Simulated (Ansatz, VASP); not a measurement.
## Rh: VASP beside Ansatz

```
Rh
1.0
     0.00000    1.89360    1.89360
     1.89360    0.00000    1.89360
     1.89360    1.89360    0.00000
Rh
1
Direct
  0.00000 0.00000 0.00000
```

Alike in both runs: task single point; functional PBE; k mesh 18 × 18 × 18; occupations gaussian, width 0.1 eV; no spin polarisation.

|  | VASP | Ansatz |
| --- | --- | --- |
| version | VASP 6.6.1 | Ansatz 0.2.0 |
| potentials or method | VASP PAW PBE potentials, release 64 (Rh_pv), cutoff 520 eV | scalar-relativistic, plane waves, PAW |
| valence electrons in the cell | 15 | 17 |

```tsv
	VASP	Ansatz	Ansatz less VASP
gap on the k mesh at the Fermi level (eV)	none	none	-
pressure (GPa)	9.6	9.5	-0.18
```

A gap of «none» marks a metal or a gap that the smearing closes. With one functional, cell and mesh, what is left measures potentials, basis and numerics. VASP's potentials hold 15 valence electrons a cell and Ansatz's 17, so a difference there can come from the potentials and not from the codes.
